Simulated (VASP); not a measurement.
A run of VASP 6.6.1 is set up as follows.

The input INCAR:

```
ALGO = Fast
EDIFF = 1E-6
ENCUT = 520
GGA = PE
ISIF = 2
ISMEAR = -1
LASPH = True
LCHARG = False
LREAL = False
LWAVE = False
NBANDS = 28
NELM = 60
PREC = Accurate
SIGMA = 0.05
```

The input KPOINTS:

```
k-points
0
Gamma
  6 6 6
```

The input POSCAR:

```
Rb3Zn
1.0
   -3.1396880000      3.1396880000      6.3175350000
    3.1396880000     -3.1396880000      6.3175350000
    3.1396880000      3.1396880000     -6.3175350000
Rb Zn
3 1
Direct
    0.5000000000      0.5000000000      0.0000000000
    0.2500000000      0.7500000000      0.5000000000
    0.7500000000      0.2500000000      0.5000000000
    0.0000000000      0.0000000000      0.0000000000
```

Potentials or basis: VASP PAW PBE potentials, release 64 (Rb_sv, Zn).

Launch:

```sh
$ cat potpaw_PBE.64/Rb_sv/POTCAR potpaw_PBE.64/Zn/POTCAR > POTCAR
$ mpirun -np 1 vasp_std > vasp.out
```

Task: Estimate the band gap on the k mesh.

Result: Zero (an odd number of electrons rules out a gap without spin polarisation).

Task: Estimate the pressure.

Result: 0.1 GPa.

Stress tensor (GPa, compression positive):
```
 0.09  0.00  0.00
 0.00  0.09  0.00
 0.00  0.00 -0.01
```
